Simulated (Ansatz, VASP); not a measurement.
One calculation of InP, two programs

Contents of POSCAR:

```
InP
1.0
    0.0000000000      2.7453630729      2.7453630729
    2.7453630729      0.0000000000      2.7453630729
    2.7453630729      2.7453630729      0.0000000000
In P
1 1
Direct
    0.0000000000      0.0000000000      0.0000000000
    0.5000000000      0.5000000000      0.5000000000
```

Contents of INCAR.step1:

```
SYSTEM = InP
  PREC = Accurate
  ENCUT = 520
  ISMEAR = 0
  SIGMA = 0.2
  LREAL = .FALSE.
  LASPH = .TRUE.
  NELM = 60
  NBANDS = 16
  GGA = PE
  ALGO = Normal
  EDIFF = 1E-4
  LWAVE = .TRUE.
  LCHARG = .FALSE.
```

INCAR.step2

```
SYSTEM = InP
  PREC = Accurate
  ENCUT = 520
  EDIFF = 1E-6
  ISMEAR = 0
  SIGMA = 0.2
  LREAL = .FALSE.
  LASPH = .TRUE.
  NELM = 60
  ALGO = Normal
  ISIF = 2
  LWAVE = .FALSE.
  LCHARG = .TRUE.
  METAGGA = R2SCAN
  LMIXTAU = .TRUE.
  LELF = .TRUE.
  LVHAR = .TRUE.
  NBANDS = 16
  ISTART = 1
```

The input KPOINTS:

```
regular mesh
0
G
  6 6 6
  0 0 0
```

Input for Ansatz:

```yaml
crystal:
  lattice:
    - [0.0, 2.7453630729, 2.7453630729]
    - [2.7453630729, 0.0, 2.7453630729]
    - [2.7453630729, 2.7453630729, 0.0]
  atoms:
    - { symbol: In, position: [0.0, 0.0, 0.0] }
    - { symbol: P, position: [0.5, 0.5, 0.5] }
kpoints:
  mp_grid: { grid: [6, 6, 6] }
hamiltonian:
  xc: r2scan
scf:
  occupations: { method: gaussian, width: 0.2 }
  n_extra_bands: 4
output:
  forces: true
  stress: true
  eigenvalues: true
```

Alike in both runs: task single point; functional r2SCAN; k mesh 6 × 6 × 6; occupations gaussian, width 0.2 eV; no spin polarisation.

```csv
,VASP,Ansatz
version,VASP 6.6.1,Ansatz 0.2.0
potentials or method,"VASP PAW PBE potentials, release 64 (In_d, P)",plane waves
plane-wave cutoff (eV),520,500
valence electrons in the cell,18,18
```

|  | VASP | Ansatz | Ansatz less VASP |
| --- | --- | --- | --- |
| pressure (GPa) | 0.7 | 0.6 | -0.02 |

VASP's potentials were made for PBE, not for r2SCAN. The functional is the same, so the differences come from potentials, cutoffs and numerics.
